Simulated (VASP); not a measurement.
# TiH (Fm-3m) in VASP: notebook

Runs on TiH. Level: r2SCAN. Tasks: single point, relaxation of cell and atoms.

Program: VASP 6.6.1. These are calculated values, not measurements. Logs are shortened: lines on timing, memory, paths and dates and some standing lists are left out, and cuts for length are marked.

### 1 The cell of the first run

Symmetry: Fm-3m, No. 225, cubic system. The conventional cell has a = 4.174 Å, b = 4.174 Å, c = 4.174 Å, α = 90.00°, β = 90.00°, γ = 90.00°. Ti (site symmetry m-3m) has 6 H at 2.09 Å within 2.8 Å. Within 2.8 Å of H (site symmetry m-3m) lie 6 Ti at 2.09 Å.

### 2 Single point, r2SCAN

Input file POSCAR:

```
TiH
1.0
    0.0000000000      2.0870034229      2.0870034229
    2.0870034229      0.0000000000      2.0870034229
    2.0870034229      2.0870034229      0.0000000000
Ti H
1 1
Direct
    0.0000000000      0.0000000000      0.0000000000
    0.5000000000      0.5000000000      0.5000000000
```

Input file INCAR.step1:

```
PREC     = Accurate       # precision mode
ENCUT    = 520            # plane-wave cutoff, eV
ISMEAR   = 0              # smearing method
SIGMA    = 0.1            # smearing width, eV
LREAL    = F              # projectors in reciprocal space
LASPH    = T              # aspherical terms in the spheres
NELM     = 80             # most SCF steps
NBANDS   = 14             # bands
GGA      = PE             # functional
ALGO     = Normal         # electronic algorithm
EDIFF    = 1E-4           # SCF threshold, eV
LWAVE    = T              # write WAVECAR
LCHARG   = F              # write CHGCAR
```

Input file INCAR.step2:

```
PREC     = Accurate       # precision mode
ENCUT    = 520            # plane-wave cutoff, eV
EDIFF    = 1E-6           # SCF threshold, eV
ISMEAR   = 0              # smearing method
SIGMA    = 0.1            # smearing width, eV
LREAL    = F              # projectors in reciprocal space
LASPH    = T              # aspherical terms in the spheres
NELM     = 80             # most SCF steps
ALGO     = Normal         # electronic algorithm
ISIF     = 2              # what is computed and relaxed
LWAVE    = F              # write WAVECAR
LCHARG   = F              # write CHGCAR
METAGGA  = R2SCAN         # meta-GGA
LMIXTAU  = T            
NBANDS   = 14             # bands
ISTART   = 1
```

Input file KPOINTS:

```
regular mesh
0
Gamma
  17 17 17
```

Potentials or basis: VASP PAW PBE potentials, release 64 (Ti_sv, H).

Launch:

```
> cat potpaw_PBE.64/Ti_sv/POTCAR potpaw_PBE.64/H/POTCAR > POTCAR
> cp INCAR.step1 INCAR
> mpirun -np 1 vasp_std > vasp.out
> cp INCAR.step2 INCAR
> mpirun -np 1 vasp_std > vasp.out
```

OUTCAR:

```text
PREC = Accurate
   ENCUT = 520
   EDIFF = 1E-6
   ISMEAR = 0
   LREAL = F
   LASPH = T
   NELM = 80
   ISIF = 2
   METAGGA = R2SCAN
   ISTART = 1

 ion  position               nearest neighbor table
   1  0.000  0.000  0.000-
   2  0.500  0.500  0.500-

  LATTYP: Found a face centered cubic cell.
 ALAT       =     4.1740068458

  Lattice vectors:

 A1 = (   0.0000000000,   2.0870034229,   2.0870034229)
 A2 = (   2.0870034229,   0.0000000000,   2.0870034229)
 A3 = (   2.0870034229,   2.0870034229,   0.0000000000)

Analysis of symmetry for initial positions (statically):
=====================================================================
 Subroutine PRICEL returns:
 Original cell was already a primitive cell.

 Routine SETGRP: Setting up the symmetry group for a
 face centered cubic supercell.

 Subroutine GETGRP returns: Found 48 space group operations
 (whereof 48 operations were pure point group operations)
 out of a pool of 48 trial point group operations.

The static configuration has the point symmetry O_h .

Analysis of symmetry for dynamics (positions and initial velocities):
=====================================================================
 Subroutine PRICEL returns:
 Original cell was already a primitive cell.

 Routine SETGRP: Setting up the symmetry group for a
 face centered cubic supercell.

 Subroutine GETGRP returns: Found 48 space group operations
 (whereof 48 operations were pure point group operations)
 out of a pool of 48 trial point group operations.

The dynamic configuration has the point symmetry O_h .

 Subroutine INISYM returns: Found 48 space group operations
 (whereof 48 operations are pure point group operations),
 and found     1 'primitive' translations

----------------------------------------------------------------------------------------

                                     Primitive cell

  volume of cell :      18.1802

  direct lattice vectors                    reciprocal lattice vectors
     0.000000000  2.087003423  2.087003423    -0.239577949  0.239577949  0.239577949
     2.087003423  0.000000000  2.087003423     0.239577949 -0.239577949  0.239577949
     2.087003423  2.087003423  0.000000000     0.239577949  0.239577949 -0.239577949

  length of vectors
     2.951468545  2.951468545  2.951468545     0.414961180  0.414961180  0.414961180

  position of ions in fractional coordinates (direct lattice)
     0.000000000  0.000000000  0.000000000
     0.500000000  0.500000000  0.500000000

  ion indices of the primitive-cell ions
   primitive index   ion index
                 1           1
                 2           2

----------------------------------------------------------------------------------------

 KPOINTS: regular mesh

Automatic generation of k-mesh.
 Grid dimensions read from file:
 generate k-points for:   17   17   17

 Generating k-lattice:

  Cartesian coordinates                     Fractional coordinates (reciprocal lattice)
    -0.014092821  0.014092821  0.014092821     0.058823529  0.000000000  0.000000000
     0.014092821 -0.014092821  0.014092821     0.000000000  0.058823529  0.000000000
     0.014092821  0.014092821 -0.014092821     0.000000000  0.000000000  0.058823529

  Length of vectors
     0.024409481  0.024409481  0.024409481

  Shift w.r.t. Gamma in fractional coordinates (k-lattice)
     0.000000000  0.000000000  0.000000000

 Subroutine IBZKPT returns following result:
 ===========================================

 Found    165 irreducible k-points:

 Following reciprocal coordinates:
            Coordinates               Weight
  0.000000  0.000000  0.000000      1.000000
  0.058824  0.000000  0.000000      8.000000
  0.117647  0.000000  0.000000      8.000000
  0.176471  0.000000  0.000000      8.000000
  0.235294  0.000000  0.000000      8.000000
  0.294118  0.000000  0.000000      8.000000
[... 16 lines left out ...]
 -0.176471  0.058824  0.000000     24.000000
 -0.117647  0.058824  0.000000     24.000000
 [... further k-points ...]
   k-points           NKPTS =    165   k-points in BZ     NKDIM =    165   number of bands    NBANDS=     14
   number of dos      NEDOS =    301   number of ions     NIONS =      2
   total plane-waves  NPLWV =  13824
   dimension x,y,z NGX =    24 NGY =   24 NGZ =   24
   dimension x,y,z NGXF=    48 NGYF=   48 NGZF=   48
   ions per type =               1   1
   NGX,Y,Z   is equivalent  to a cutoff of  13.52, 13.52, 13.52 a.u.
   NGXF,Y,Z  is equivalent  to a cutoff of  27.04, 27.04, 27.04 a.u.
 SYSTEM =  unknown system
   PREC   = accura    normal or accurate (medium, high low for compatibility)
   ISTART =      1    job   : 0-new  1-cont  2-samecut
   ICHARG =      0    charge: 1-file 2-atom 10-const
   ISPIN  =      1    spin polarized calculation?
   LNONCOLLINEAR =      F non collinear calculations
   LSORBIT =      F    spin-orbit coupling
   LASPH  =      T    aspherical Exc in radial PAW
   ENCUT  =  520.0 eV  38.22 Ry    6.18 a.u.   5.49  5.49  5.49*2*pi/ulx,y,z
   NELM   =     80;   NELMIN=  2; NELMDL=  0     # of ELM steps
   EDIFF  = 0.1E-05   stopping-criterion for ELM
   LREAL  =      F    real-space projection
   EDIFFG = 0.1E-04   stopping-criterion for IOM
   NSW    =      0    number of steps for IOM
   IBRION =     -1    ionic relax: 0-MD 1-quasi-New 2-CG
   NFREE  =      0    steps in history (QN), initial steepest desc. (CG)
   ISIF   =      2    stress and relaxation
   ISYM   =      2    0-nonsym 1-usesym 2-fastsym
   POTIM  = 0.5000    time-step for ionic-motion
   TEBEG  =    0.0;   TEEND  =   0.0 temperature during run
   PSTRESS=    0.0 pullay stress
   NELECT =      13.0000    total number of electrons
   NUPDOWN=      -1.0000    fix difference up-down
   EMIN   =  10.00;   EMAX   =-10.00  energy-range for DOS
   EFERMI =   0.00;   METHOD = LEGACY
   ISMEAR =     0;   SIGMA  =   0.10  broadening in eV -4-tet -1-fermi 0-gaus
   EFERMI_NEDOS =   21; number of points for ismear=-14 and -15
   IALGO  =     38    algorithm
   IMIX   =      4    mixing-type and parameters
     AMIX     =   0.40;   BMIX     =  1.00
     AMIX_MAG =   1.60;   BMIX_MAG =  1.00
  volume/ion in A,a.u.               =       9.09        61.34
  Fermi-wavevector in a.u.,A,eV,Ry     =   1.463938  2.766442 29.158857  2.143115
  Thomas-Fermi vector in A             =   2.579974
   LORBIT       =      0    0 simple, 1 ext, 2 COOP (PROOUT), +10 PAW based schemes
   METAGGA = R2SCAN    functional components
   LHFCALC =     F    Hartree Fock is set to
   AEXX    =    0.0000 exact exchange contribution
   IVDW    =     0    specifies the selected vdW correction
   LEPSILON=     F    determine dielectric tensor
   LRPA    =     F    only Hartree local field effects (RPA)
 non-spin polarized calculation
 Gauss-broadening in eV      SIGMA  =   0.10
  energy-cutoff  :      520.00
  volume of cell :       18.18
 maximum number of plane-waves:       531
 NGX is ok and might be reduce to    24
   NGX = 11   NGY = 11   NGZ = 11

 number of electron      12.9999996 magnetization

 Free energy of the ion-electron system (eV)
  ---------------------------------------------------
  ext. energy  EPLUGINS =         0.00000000
  ---------------------------------------------------
  free energy    TOTEN  =       -17.14066567 eV

  energy without entropy =      -17.13188455  energy(sigma->0) =      -17.13627511

 E-fermi :   8.9221     XC(G=0): -12.8396

 val. band max:        8.9127414076   @ k =   0.4706   0.1765   0.0000
 cond. band min:       8.9230027058   @ k =  -0.4706   0.1765   0.0000
 fundamental gap:      0.0102612983
 Fermi energy:         8.9220787283

 k-point     1 :       0.0000    0.0000    0.0000
  band No.  band energies     occupation
      1     -50.1572      2.00000
      2     -25.0403      2.00000
      3     -25.0403      2.00000
      4     -25.0403      2.00000
      5      -1.2192      2.00000
      6       9.6269      0.00000
      7       9.6269      0.00000
      8       9.6269      0.00000
      9      11.4458      0.00000
     10      11.4458      0.00000
     11      19.8753      0.00000
     12      23.8343      0.00000
     13      25.9692      0.00000
     14      25.9693      0.00000

 k-point     2 :       0.0588    0.0000    0.0000
  band No.  band energies     occupation
      1     -50.1534      2.00000
      2     -25.0634      2.00000
      3     -25.0430      2.00000
      4     -25.0429      2.00000
      5      -1.1186      2.00000
      6       9.5430      0.00000
      7       9.6671      0.00000
      8       9.6671      0.00000
      9      11.4068      0.00000
     10      11.4068      0.00000
     11      19.4374      0.00000
     12      23.9218      0.00000
     13      26.0778      0.00000
     14      26.0779      0.00000

 k-point     3 :       0.1176    0.0000    0.0000
  band No.  band energies     occupation
      1     -50.1425      2.00000
      2     -25.1293      2.00000
      3     -25.0506      2.00000
      4     -25.0506      2.00000
      5      -0.8227      2.00000
      6       9.2982      0.00000
      7       9.7681      0.00000
      8       9.7681      0.00000
      9      11.3179      0.00000
     10      11.3180      0.00000
     11      18.4699      0.00000
     12      24.0464      0.00000
     13      26.3780      0.00000
     14      26.3780      0.00000
[... 324 lines left out ...]
 k-point    23 :      -0.1765    0.0588    0.0000
  band No.  band energies     occupation
      1     -50.1167      2.00000
      2     -25.2716      2.00000
      3     -25.0876      2.00000
      4     -25.0603      2.00000
      5      -0.0815      2.00000
      6       8.7360      1.99150
      7       9.7790      0.00000
      8       9.9571      0.00000
      9      11.0046      0.00000
     10      11.5183      0.00000
     11      17.1295      0.00000
     12      23.5349      0.00000
     13      26.2808      0.00000
     14      27.6590      0.00000

 k-point    24 :      -0.1176    0.0588    0.0000
  band No.  band energies     occupation
      1     -50.1344      2.00000
      2     -25.1692      2.00000
      3     -25.0711      2.00000
      4     -25.0496      2.00000
      5      -0.6013      2.00000
      6       9.1416      0.00190
      7       9.7839      0.00000
      8       9.8583      0.00000
      9      11.0879      0.00000
     10      11.4403      0.00000
     11      18.0038      0.00000
     12      24.0016      0.00000
     13      25.9279      0.00000
     14      27.0436      0.00000

 [... further k-points ...]
[... 5 lines left out ...]
  --------------------------------------------------------------------------------------
  -------------------------------------------------------------------------------------
  Total        0.0628240      0.0628240      0.0628240     -0.0000000      0.0000000     -0.0000000
  in kB        5.5365207      5.5365207      5.5365207     -0.0000000      0.0000000     -0.0000000
  external PRESSURE =       5.5365207 kB  Pullay stress =       0.0000000 kB

 VOLUME and BASIS-vectors are now :
 -----------------------------------------------------------------------------
  energy-cutoff  :      520.00
  volume of cell :       18.18
      direct lattice vectors                 reciprocal lattice vectors
     0.000000000  2.087003423  2.087003423    -0.239577949  0.239577949  0.239577949
     2.087003423  0.000000000  2.087003423     0.239577949 -0.239577949  0.239577949
     2.087003423  2.087003423  0.000000000     0.239577949  0.239577949 -0.239577949

 POSITION                                       TOTAL-FORCE (eV/Angst)
 -----------------------------------------------------------------------------------
      0.00000      0.00000      0.00000        -0.000000     -0.000000     -0.000000
      2.08700      2.08700      2.08700         0.000000      0.000000      0.000000
 -----------------------------------------------------------------------------------
    total drift:                                0.000000     -0.000000     -0.000000

  FREE ENERGIE OF THE ION-ELECTRON SYSTEM (eV)
  ---------------------------------------------------
  free  energy   TOTEN  =       -17.1406656749 eV

  energy  without entropy=      -17.1318845509  energy(sigma->0) =      -17.13627511
```

Run time: 3.4 min. Hardware: 1 thread of Oxide Virtual Turin-like, shared host; peak memory 0.14 GiB.

What came out:

| Quantity | Value |
| --- | --- |
| Free energy | -17.1407 eV |
| Pressure | 0.6 GPa |
| Band gap on the k mesh | zero (an odd number of electrons rules out a gap without spin polarisation) |

Caveat: the PAW data sets were made with another functional, which shifts forces and pressure a little; an odd number of electrons without spin polarisation forces a metal; a magnetic or distorted state may lie lower.

### 3 Relaxation of cell and atoms, r2SCAN

This run uses another cell than the first one, of 9.13 Å³/atom.

Input file POSCAR:

```
TiH
1.0
    0.0000000000      2.0896970000      2.0896970000
    2.0896970000      0.0000000000      2.0896970000
    2.0896970000      2.0896970000      0.0000000000
Ti H
1 1
Direct
    0.0000000000      0.0000000000      0.0000000000
    0.5000000000      0.5000000000      0.5000000000
```

Input file INCAR.step1:

```
SYSTEM = TiH
ALGO = Normal
EDIFF = 1E-4
ENCUT = 600
GGA = PE
ISMEAR = 0
LASPH = .True.
LCHARG = .False.
LREAL = .False.
LWAVE = .True.
NELM = 80
PREC = Accurate
SIGMA = 0.1
```

Input file INCAR.step2:

```
SYSTEM = TiH
ALGO = Normal
EDIFF = 1E-6
EDIFFG = -0.01
ENCUT = 600
IBRION = 2
ISIF = 3
ISMEAR = 0
ISTART = 1
LASPH = .True.
LCHARG = .False.
LMIXTAU = .True.
LREAL = .False.
LWAVE = .False.
METAGGA = R2SCAN
NELM = 80
NSW = 60
PREC = Accurate
SIGMA = 0.1
```

Input file KPOINTS:

```
k-points
0
Gamma
  17 17 17
  0 0 0
```

Potentials or basis: VASP PAW PBE potentials, release 64 (Ti_sv, H).

Launch:

```
> cat potpaw_PBE.64/Ti_sv/POTCAR potpaw_PBE.64/H/POTCAR > POTCAR
> cp INCAR.step1 INCAR
> mpirun -np 1 vasp_std > vasp.out
> cp INCAR.step2 INCAR
> mpirun -np 1 vasp_std > vasp.out
```

Run time: 2.8 min. Hardware: 1 thread of Oxide Virtual Turin-like, shared host; peak memory 0.14 GiB.

Results (log left out):

```yaml
Free_energy: -17.1412 eV
Pressure_after_relaxing: 0.2 GPa
Band_gap_on_the_k_mesh: zero (an odd number of electrons rules out a gap without spin polarisation)
```

Final structure:
```xyz
2
Lattice="0.0000 2.0897 2.0897 2.0897 0.0000 2.0897 2.0897 2.0897 0.0000" Properties=species:S:1:pos:R:3 pbc="T T T"
Ti    0.0000    0.0000    0.0000
H     2.0897    2.0897    2.0897
```

Levels at points of the mesh, in eV from the Fermi level:
```tsv
k point	band 2	band 3	band 4	band 5	band 6	band 7	band 8	band 9	band 10
(0.00, 0.00, 0.00)	-33.97	-33.97	-33.97	-10.12	0.70	0.70	0.70	2.51	2.51
```

Caveat: the relaxation stopped at its first step, so nothing moved; the PAW data sets were made with another functional, which shifts forces and pressure a little; an odd number of electrons without spin polarisation forces a metal; a magnetic or distorted state may lie lower.
